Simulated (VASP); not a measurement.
Input of a VASP 6.6.1 run:

File INCAR:

```
SYSTEM = Bi
PREC = Accurate ; ENCUT = 520
EDIFF = 1E-7 ; ISMEAR = -1
SIGMA = 0.05 ; LREAL = .FALSE.
LASPH = .TRUE. ; NELM = 60
ALGO = Fast ; ISIF = 2
LWAVE = .FALSE. ; LCHARG = .TRUE.
GGA = CA ; LELF = .TRUE.
LVHAR = .TRUE. ; NBANDS = 22
```

The input KPOINTS:

```
regular mesh
0
G
  6 6 9
  0 0 0
```

Contents of POSCAR:

```
Bi
1.0
    3.5117019713     -3.1533241543      0.0000000000
    3.5117019713      3.1533241543      0.0000000000
   -1.2685811704      0.0000000000      3.1341701374
Bi
2
Direct
    0.7530610000      0.7530610000      0.8573820000
    0.2469390000      0.2469390000      0.1426180000
```

Potentials or basis: VASP PAW LDA potentials, release 64 (Bi_d).

The run is started by

```sh
$ cat potpaw_LDA.64/Bi_d/POTCAR > POTCAR
$ mpirun -np 1 vasp_std > vasp.out
```

What does it give for the largest force?

0.110 eV/Å.

Estimate the pressure.

-4.4 GPa.

What does it give for the band gap on the k mesh?

Zero (band 15 reaches 9.35 eV, above the bottom of band 16 at 4.64 eV).

Stress tensor (GPa, compression positive):
```
-4.27  0.00 -0.18
 0.00 -5.08  0.00
-0.18  0.00 -3.85
```

Caveat: spin-orbit coupling is left out, which moves the levels of the heavy elements.
